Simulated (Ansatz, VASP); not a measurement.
# One calculation of Al2O3, two programs

POSCAR

```
Al2O3
1.0
    2.4031550271      1.3874622019      4.3749099284
   -2.4031550271      1.3874622019      4.3749099284
    0.0000000000     -2.7749244035      4.3749099285
Al O
4 6
Direct
    0.8520036302      0.8520036302      0.8520036302
    0.3520036302      0.3520036302      0.3520036302
    0.1479963698      0.1479963698      0.1479963698
    0.6479963698      0.6479963698      0.6479963698
    0.4439316999      0.0560683001      0.7500000000
    0.0560683001      0.7500000000      0.4439316999
    0.5560683001      0.9439316999      0.2500000000
    0.2500000000      0.5560683001      0.9439316999
    0.9439316999      0.2500000000      0.5560683001
    0.7500000000      0.4439316999      0.0560683001
```

Contents of INCAR.step1:

```
ALGO = Normal
EDIFF = 1E-4
ENCUT = 520
GGA = PE
ISMEAR = 0
LASPH = True
LCHARG = False
LREAL = False
LWAVE = True
NBANDS = 35
NELM = 100
PREC = Accurate
SIGMA = 0.01
```

The input INCAR.step2:

```
ALGO = Normal
EDIFF = 1E-7
ENCUT = 520
ISIF = 2
ISMEAR = 0
ISTART = 1
LASPH = True
LCHARG = False
LMIXTAU = True
LREAL = False
LWAVE = False
METAGGA = R2SCAN
NBANDS = 35
NELM = 100
PREC = Accurate
SIGMA = 0.01
```

The input KPOINTS:

```
k-points
0
Gamma
  6 6 6
```

Input for Ansatz:

```yaml
crystal:
  lattice:
    - [2.4031550271, 1.3874622019, 4.3749099284]
    - [-2.4031550271, 1.3874622019, 4.3749099284]
    - [0.0, -2.7749244035, 4.3749099285]
  atoms:
    - { symbol: Al, position: [0.8520036302, 0.8520036302, 0.8520036302] }
    - { symbol: Al, position: [0.3520036302, 0.3520036302, 0.3520036302] }
    - { symbol: Al, position: [0.1479963698, 0.1479963698, 0.1479963698] }
    - { symbol: Al, position: [0.6479963698, 0.6479963698, 0.6479963698] }
    - { symbol: O, position: [0.4439316999, 0.0560683001, 0.75] }
    - { symbol: O, position: [0.0560683001, 0.75, 0.4439316999] }
    - { symbol: O, position: [0.5560683001, 0.9439316999, 0.25] }
    - { symbol: O, position: [0.25, 0.5560683001, 0.9439316999] }
    - { symbol: O, position: [0.9439316999, 0.25, 0.5560683001] }
    - { symbol: O, position: [0.75, 0.4439316999, 0.0560683001] }
kpoints:
  mp_grid: { grid: [6, 6, 6] }
  band_path:
    path:
      - [0.0, 0.0, 0.0]
      - [0.5, 0.5, 0.5]
      - [0.7662811645, 0.2337188355, 0.5]
      - [0.5, -0.2337188355, 0.2337188355]
      - [0.5, 0.0, 0.0]
      - [0.3668594178, -0.3668594178, 0.0]
      - [0.6331405822, 0.0, 0.3668594178]
      - [0.5, 0.0, 0.5]
    npoints: 1
hamiltonian:
  xc: r2scan
scf:
  occupations: { method: fixed }
  n_extra_bands: 6
output:
  forces: true
  stress: true
  eigenvalues: true
  write_density: true
  write_potential: true
  elf: true
  volumetric_format: npy
```

Change from the starting cell: hydrostatic strain +1.0%.

Alike in both runs: task single point; functional r2SCAN; k mesh 6 × 6 × 6; no spin polarisation.

```csv
,VASP,Ansatz
version,VASP 6.6.1,Ansatz 0.2.0
potentials or method,"VASP PAW PBE potentials, release 64 (Al, O)","plane waves, PAW"
plane-wave cutoff (eV),520,500
occupations,"gaussian, width 0.01 eV",fixed
valence electrons in the cell,48,48
```

```csv
,VASP,Ansatz,Ansatz less VASP
gap on the k mesh at the Fermi level (eV),6.77,6.76,-0.016
pressure (GPa),-7.7,-7.2,+0.52
"traceless stress, the component that is largest in VASP (GPa)",0.20,0.25,+0.048
rms of the force components (eV/Å),0.010,0.002,-0.0079
```

VASP's potentials were made for PBE, not for r2SCAN. Atom by atom the forces differ by 0.008 eV/Å (rms over components).
